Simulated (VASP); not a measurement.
The system is TiAl.

```
Ti Al
1.0
     3.17906    0.00000    0.00000
     0.00000    3.17906    0.00000
     0.00000    0.00000    3.17906
Ti Al
1 1
Direct
  0.00000 0.00000 0.00000
  0.50000 0.50000 0.50000
```

```yaml
Program: VASP 6.6.1
Task: relaxation of cell and atoms
Functional: LDA
Potentials_or_basis: VASP PAW LDA potentials, release 64 (Ti_sv, Al)
Cutoff: 600 eV
k_mesh: 8 × 8 × 8
Occupations: fermi-dirac, width 0.05 eV
Spin: no spin polarisation
```

At the start: pressure -5.7 GPa; volume 16.06 Å³/atom.

Question: How do energy, volume and symmetry change on relaxing?

Answer: Over 3 steps the energy falls by 14.6 meV/atom and the volume is 15.28 Å³/atom (-4.9 %); space group Pm-3m (No. 221, to 0.05 Å).

Step by step:
| step | energy change (eV) | largest force (eV/Å) | pressure (GPa) | volume (Å³) |
| --- | --- | --- | --- | --- |
| 1 | 0.0000 | 0.0000 | -5.73 | 32.13 |
| 2 | -0.0150 | 0.0000 | 4.58 | 29.53 |
| 3 | -0.0291 | 0.0000 | -0.01 | 30.56 |

Final structure:
```
Ti Al
1.0
     3.12650    0.00000    0.00000
     0.00000    3.12650    0.00000
     0.00000    0.00000    3.12650
Ti Al
1 1
Direct
  0.00000 0.00000 0.00000
  0.50000 0.50000 0.50000
```
